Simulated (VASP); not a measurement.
# Zr (Pnma) in VASP: single point with PBE

Aim: the single point of Zr with PBE.

All numbers are computed with VASP 6.6.1; they aren't measurements. Logs are shortened: lines on timing, memory, paths and dates and some standing lists are left out, and cuts for length are marked.

**1. The cell of the first run**

It takes space group Pnma (No. 62, orthorhombic). Conventional cell: a = 4.454 Å, b = 7.384 Å, c = 3.321 Å, α = 90.00°, β = 90.00°, γ = 90.00°. Zr (site symmetry m) has 2 Zr at 2.35 Å within 3.1 Å.

**2. Single point, PBE**

INCAR

```
SYSTEM = Zr
PREC = Accurate
ENCUT = 520
EDIFF = 1E-7
ISMEAR = 0
SIGMA = 0.1
LREAL = .FALSE.
LASPH = .TRUE.
NELM = 80
ALGO = Fast
ISIF = 2
LWAVE = .FALSE.
LCHARG = .FALSE.
GGA = PE
NBANDS = 32
```

KPOINTS

```
Automatic mesh
0
G
  4 4 6
  0 0 0
```

POSCAR

```
Zr
1.0
    4.4539178684      0.0000000000      0.0000000000
    0.0000000000      7.3838061440      0.0000000000
    0.0000000000      0.0000000000      3.3209777157
Zr
4
Direct
    0.0205000000      0.2500000000      0.6348000000
    0.9795000000      0.7500000000      0.3652000000
    0.4795000000      0.7500000000      0.1348000000
    0.5205000000      0.2500000000      0.8652000000
```

Potentials or basis: VASP PAW PBE potentials, release 64 (Zr_sv).

On the command line:

```
$ cat potpaw_PBE.64/Zr_sv/POTCAR > POTCAR
$ mpirun -np 1 vasp_std > vasp.out
```

OUTCAR:

```text
SYSTEM = Zr
   PREC = Accurate
   ENCUT = 520
   EDIFF = 1E-7
   ISMEAR = 0
   LREAL = .FALSE.
   LASPH = .TRUE.
   NELM = 80
   ISIF = 2
   GGA = PE

 ion  position               nearest neighbor table
   1  0.020  0.250  0.635-   4 2.35   4 2.35   4 3.39   4 3.39   2 3.80   2 3.80
   2  0.980  0.750  0.365-   3 2.35   3 2.35   3 3.39   3 3.39   1 3.80   1 3.80
   3  0.480  0.750  0.135-   2 2.35   2 2.35   2 3.39   2 3.39   4 3.80   4 3.80
   4  0.520  0.250  0.865-   1 2.35   1 2.35   1 3.39   1 3.39   3 3.80   3 3.80

  LATTYP: Found a simple orthorhombic cell.
 ALAT       =     3.3209777157
 B/A-ratio  =     1.3411465688
 C/A-ratio  =     2.2233832251

  Lattice vectors:

 A1 = (   0.0000000000,   0.0000000000,   3.3209777157)
 A2 = (   4.4539178684,   0.0000000000,   0.0000000000)
 A3 = (   0.0000000000,   7.3838061440,   0.0000000000)

Analysis of symmetry for initial positions (statically):
=====================================================================
 Subroutine PRICEL returns:
 Original cell was already a primitive cell.

 Routine SETGRP: Setting up the symmetry group for a
 simple orthorhombic supercell.

 Subroutine GETGRP returns: Found  8 space group operations
 (whereof  2 operations were pure point group operations)
 out of a pool of  8 trial point group operations.

The static configuration has the point symmetry S_2 .
 The point group associated with its full space group is D_2h.

Analysis of symmetry for dynamics (positions and initial velocities):
=====================================================================
 Subroutine PRICEL returns:
 Original cell was already a primitive cell.

 Routine SETGRP: Setting up the symmetry group for a
 simple orthorhombic supercell.

 Subroutine GETGRP returns: Found  8 space group operations
 (whereof  2 operations were pure point group operations)
 out of a pool of  8 trial point group operations.

The dynamic configuration has the point symmetry S_2 .
 The point group associated with its full space group is D_2h.

 Subroutine INISYM returns: Found  8 space group operations
 (whereof  2 operations are pure point group operations),
 and found     1 'primitive' translations

----------------------------------------------------------------------------------------

                                     Primitive cell

  volume of cell :     109.2165

  direct lattice vectors                    reciprocal lattice vectors
     4.453917868  0.000000000  0.000000000     0.224521428  0.000000000  0.000000000
     0.000000000  7.383806144  0.000000000     0.000000000  0.135431508  0.000000000
     0.000000000  0.000000000  3.320977716     0.000000000  0.000000000  0.301116143

  length of vectors
     4.453917868  7.383806144  3.320977716     0.224521428  0.135431508  0.301116143

  position of ions in fractional coordinates (direct lattice)
     0.020500000  0.250000000  0.634800000
     0.979500000  0.750000000  0.365200000
     0.479500000  0.750000000  0.134800000
     0.520500000  0.250000000  0.865200000

  ion indices of the primitive-cell ions
   primitive index   ion index
                 1           1
                 2           2
                 3           3
                 4           4

----------------------------------------------------------------------------------------

 KPOINTS: Automatic mesh

Automatic generation of k-mesh.
 Grid dimensions read from file:
 generate k-points for:    4    4    6

 Generating k-lattice:

  Cartesian coordinates                     Fractional coordinates (reciprocal lattice)
     0.056130357  0.000000000  0.000000000     0.250000000  0.000000000  0.000000000
     0.000000000  0.033857877  0.000000000     0.000000000  0.250000000  0.000000000
     0.000000000  0.000000000  0.050186024     0.000000000  0.000000000  0.166666667

  Length of vectors
     0.056130357  0.033857877  0.050186024

  Shift w.r.t. Gamma in fractional coordinates (k-lattice)
     0.000000000  0.000000000  0.000000000

 Subroutine IBZKPT returns following result:
 ===========================================

 Found     36 irreducible k-points:

 Following reciprocal coordinates:
            Coordinates               Weight
  0.000000  0.000000  0.000000      1.000000
  0.250000  0.000000  0.000000      2.000000
  0.500000  0.000000  0.000000      1.000000
  0.000000  0.250000  0.000000      2.000000
  0.250000  0.250000  0.000000      4.000000
  0.500000  0.250000  0.000000      2.000000
[... 16 lines left out ...]
  0.250000  0.250000  0.333333      8.000000
  0.500000  0.250000  0.333333      4.000000
 [... further k-points ...]
   k-points           NKPTS =     36   k-points in BZ     NKDIM =     36   number of bands    NBANDS=     32
   number of dos      NEDOS =    301   number of ions     NIONS =      4
   total plane-waves  NPLWV =  56448
   dimension x,y,z NGX =    36 NGY =   56 NGZ =   28
   dimension x,y,z NGXF=    72 NGYF=  112 NGZF=   56
   ions per type =               4
   NGX,Y,Z   is equivalent  to a cutoff of  13.44, 12.61, 14.02 a.u.
   NGXF,Y,Z  is equivalent  to a cutoff of  26.87, 25.22, 28.03 a.u.
 SYSTEM =  Zr
   PREC   = accura    normal or accurate (medium, high low for compatibility)
   ISTART =      0    job   : 0-new  1-cont  2-samecut
   ICHARG =      2    charge: 1-file 2-atom 10-const
   ISPIN  =      1    spin polarized calculation?
   LNONCOLLINEAR =      F non collinear calculations
   LSORBIT =      F    spin-orbit coupling
   LASPH  =      T    aspherical Exc in radial PAW
   ENCUT  =  520.0 eV  38.22 Ry    6.18 a.u.   8.28 13.73  6.17*2*pi/ulx,y,z
   NELM   =     80;   NELMIN=  2; NELMDL= -5     # of ELM steps
   EDIFF  = 0.1E-06   stopping-criterion for ELM
   LREAL  =      F    real-space projection
   EDIFFG = 0.1E-05   stopping-criterion for IOM
   NSW    =      0    number of steps for IOM
   IBRION =     -1    ionic relax: 0-MD 1-quasi-New 2-CG
   NFREE  =      0    steps in history (QN), initial steepest desc. (CG)
   ISIF   =      2    stress and relaxation
   ISYM   =      2    0-nonsym 1-usesym 2-fastsym
   POTIM  = 0.5000    time-step for ionic-motion
   TEBEG  =    0.0;   TEEND  =   0.0 temperature during run
   PSTRESS=    0.0 pullay stress
   NELECT =      48.0000    total number of electrons
   NUPDOWN=      -1.0000    fix difference up-down
   EMIN   =  10.00;   EMAX   =-10.00  energy-range for DOS
   EFERMI =   0.00;   METHOD = LEGACY
   ISMEAR =     0;   SIGMA  =   0.10  broadening in eV -4-tet -1-fermi 0-gaus
   EFERMI_NEDOS =   21; number of points for ismear=-14 and -15
   IALGO  =     68    algorithm
   IMIX   =      4    mixing-type and parameters
     AMIX     =   0.40;   BMIX     =  1.00
     AMIX_MAG =   1.60;   BMIX_MAG =  1.00
  volume/ion in A,a.u.               =      27.30       184.26
  Fermi-wavevector in a.u.,A,eV,Ry     =   1.244684  2.352112 21.078665  1.549238
  Thomas-Fermi vector in A             =   2.378940
   LORBIT       =      0    0 simple, 1 ext, 2 COOP (PROOUT), +10 PAW based schemes
   GGA     = PE    functional components
   LHFCALC =     F    Hartree Fock is set to
   AEXX    =    0.0000 exact exchange contribution
   IVDW    =     0    specifies the selected vdW correction
   LEPSILON=     F    determine dielectric tensor
   LRPA    =     F    only Hartree local field effects (RPA)
 non-spin polarized calculation
 RMM-DIIS sequential band-by-band and
 Gauss-broadening in eV      SIGMA  =   0.10
  energy-cutoff  :      520.00
  volume of cell :      109.22
 maximum number of plane-waves:      2972
 NGX is ok and might be reduce to    36
   NGX = 17   NGY = 27   NGZ = 13

 number of electron      47.9999998 magnetization

 Free energy of the ion-electron system (eV)
  ---------------------------------------------------
  ext. energy  EPLUGINS =         0.00000000
  ---------------------------------------------------
  free energy    TOTEN  =       -28.04522209 eV

  energy without entropy =      -28.02329623  energy(sigma->0) =      -28.03425916

 E-fermi :   6.5442     XC(G=0): -10.0662

 val. band max:        6.5344761781   @ k =   0.2500   0.0000   0.1667
 cond. band min:       6.5654555406   @ k =   0.0000   0.2500   0.3333
 fundamental gap:      0.0309793626
 Fermi energy:         6.5442007533

 k-point     1 :       0.0000    0.0000    0.0000
  band No.  band energies     occupation
      1     -42.2187      2.00000
      2     -42.2128      2.00000
      3     -41.1192      2.00000
      4     -41.1145      2.00000
      5     -22.2718      2.00000
      6     -22.2604      2.00000
[... 24 lines left out ...]
     31       9.3366      0.00000
     32       9.3456      0.00000

 k-point     2 :       0.2500    0.0000    0.0000
  band No.  band energies     occupation
      1     -42.0723      2.00000
      2     -42.0665      2.00000
      3     -41.2968      2.00000
      4     -41.2919      2.00000
      5     -21.7726      2.00000
      6     -21.7622      2.00000
[... 24 lines left out ...]
     31      10.2106      0.00000
     32      10.4995      0.00000

 k-point     3 :       0.5000    0.0000    0.0000
  band No.  band energies     occupation
      1     -41.7000      2.00000
      2     -41.7000      2.00000
      3     -41.6946      2.00000
      4     -41.6946      2.00000
      5     -20.6429      2.00000
      6     -20.6429      2.00000
[... 24 lines left out ...]
     31       9.5678      0.00000
     32       9.5678      0.00000

 k-point     4 :       0.0000    0.2500    0.0000
  band No.  band energies     occupation
      1     -42.2178      2.00000
      2     -42.2136      2.00000
      3     -41.1185      2.00000
      4     -41.1152      2.00000
      5     -22.2701      2.00000
      6     -22.2621      2.00000
[... 24 lines left out ...]
     31       9.3461      0.00000
     32       9.4453      0.00000

 k-point     5 :       0.2500    0.2500    0.0000
  band No.  band energies     occupation
      1     -42.0714      2.00000
      2     -42.0673      2.00000
      3     -41.2961      2.00000
      4     -41.2926      2.00000
      5     -21.7711      2.00000
      6     -21.7637      2.00000
[... 584 lines left out ...]
     31       9.4845      0.00000
     32       9.4846      0.00000

 k-point    22 :       0.0000    0.2500    0.3333
  band No.  band energies     occupation
      1     -42.1787      2.00000
      2     -42.1765      2.00000
      3     -41.1123      2.00000
      4     -41.1106      2.00000
      5     -22.1860      2.00000
      6     -22.1818      2.00000
[... 24 lines left out ...]
     31       9.3855      0.00000
     32       9.4012      0.00000

 k-point    23 :       0.2500    0.2500    0.3333
  band No.  band energies     occupation
      1     -42.0361      2.00000
      2     -42.0340      2.00000
      3     -41.2838      2.00000
      4     -41.2820      2.00000
      5     -21.7692      2.00000
      6     -21.7654      2.00000
[... 24 lines left out ...]
     31       9.6093      0.00000
     32      10.1332      0.00000

 k-point    24 :       0.5000    0.2500    0.3333
  band No.  band energies     occupation
      1     -41.6749      2.00000
      2     -41.6749      2.00000
      3     -41.6717      2.00000
      4     -41.6717      2.00000
      5     -20.8375      2.00000
      6     -20.8375      2.00000
[... 24 lines left out ...]
     31       9.4442      0.00000
     32       9.4443      0.00000

 [... further k-points ...]

------------------------ aborting loop because EDIFF is reached ----------------------------------------

  FORCE on cell =-STRESS in cart. coord.  units (eV):
  Direction    XX          YY          ZZ          XY          YZ          ZX
  --------------------------------------------------------------------------------------
  -------------------------------------------------------------------------------------
  Total       24.6441789     -9.5175990     -4.4251667      0.0000000      0.0000000      0.0000000
  in kB      361.5234593   -139.6206101    -64.9160020      0.0000000      0.0000000      0.0000000
  external PRESSURE =      52.3289490 kB  Pullay stress =       0.0000000 kB

 VOLUME and BASIS-vectors are now :
 -----------------------------------------------------------------------------
  energy-cutoff  :      520.00
  volume of cell :      109.22
      direct lattice vectors                 reciprocal lattice vectors
     4.453917868  0.000000000  0.000000000     0.224521428  0.000000000  0.000000000
     0.000000000  7.383806144  0.000000000     0.000000000  0.135431508  0.000000000
     0.000000000  0.000000000  3.320977716     0.000000000  0.000000000  0.301116143

 POSITION                                       TOTAL-FORCE (eV/Angst)
 -----------------------------------------------------------------------------------
      0.09131      1.84595      2.10816         0.071014      0.000000     -2.409884
      4.36261      5.53785      1.21282        -0.071014      0.000000      2.409884
      2.13565      5.53785      0.44767        -0.071014      0.000000     -2.409884
      2.31826      1.84595      2.87331         0.071014     -0.000000      2.409884
 -----------------------------------------------------------------------------------
    total drift:                                0.000000     -0.000000      0.000000

  FREE ENERGIE OF THE ION-ELECTRON SYSTEM (eV)
  ---------------------------------------------------
  free  energy   TOTEN  =       -28.0452220941 eV

  energy  without entropy=      -28.0232962317  energy(sigma->0) =      -28.03425916
```

Wall time 4 min (1 thread of Intel Xeon Platinum 8488C (Sapphire Rapids), shared host); peak memory 0.27 GiB.

What came out:

| Property | Result |
| --- | --- |
| Free energy | -28.0452 eV |
| Pressure | 5.2 GPa |
| Largest force | 2.411 eV/Å |
| Band gap on the k mesh | zero (bands 24 and 25 overlap by 1.01 eV) |

Forces in eV/Å, atoms in the order of the input:
```
Zr   0.071  0.000 -2.410
Zr  -0.071  0.000  2.410
Zr  -0.071  0.000 -2.410
Zr   0.071  0.000  2.410
```

Levels at points of the mesh, in eV from the Fermi level:
| k point | band 21 | band 22 | band 23 | band 24 | band 25 | band 26 | band 27 | band 28 |
| --- | --- | --- | --- | --- | --- | --- | --- | --- |
| (0.00, 0.00, 0.00) | -0.87 | -0.69 | -0.51 | -0.38 | 0.69 | 0.97 | 2.34 | 2.47 |
| (0.50, 0.00, 0.00) | -0.96 | -0.96 | -0.52 | -0.52 | 1.27 | 1.27 | 1.57 | 1.57 |
| (0.00, 0.50, 0.00) | -1.09 | -1.09 | -0.53 | -0.53 | 0.86 | 0.86 | 2.54 | 2.54 |
| (0.50, 0.50, 0.00) | -0.64 | -0.64 | -0.64 | -0.64 | 1.57 | 1.57 | 1.57 | 1.57 |
| (0.00, 0.00, 0.50) | -0.92 | -0.92 | -0.67 | -0.67 | -0.09 | -0.09 | 2.10 | 2.10 |
| (0.50, 0.00, 0.50) | -1.49 | -1.49 | 0.28 | 0.28 | 0.79 | 0.79 | 2.14 | 2.14 |
| (0.00, 0.50, 0.50) | -0.61 | -0.61 | -0.09 | -0.09 | 0.30 | 0.30 | 2.12 | 2.12 |
| (0.50, 0.50, 0.50) | -0.89 | -0.89 | -0.89 | -0.89 | 1.54 | 1.54 | 1.54 | 1.54 |

Caveat: the stress differs along the axes, from -14 to 36 GPa; forces of over 1 eV/Å act on the atoms, so gaps and moduli don't describe the material at rest.

The gap in the log of VASP goes by the Fermi energy; the results here count the filled bands.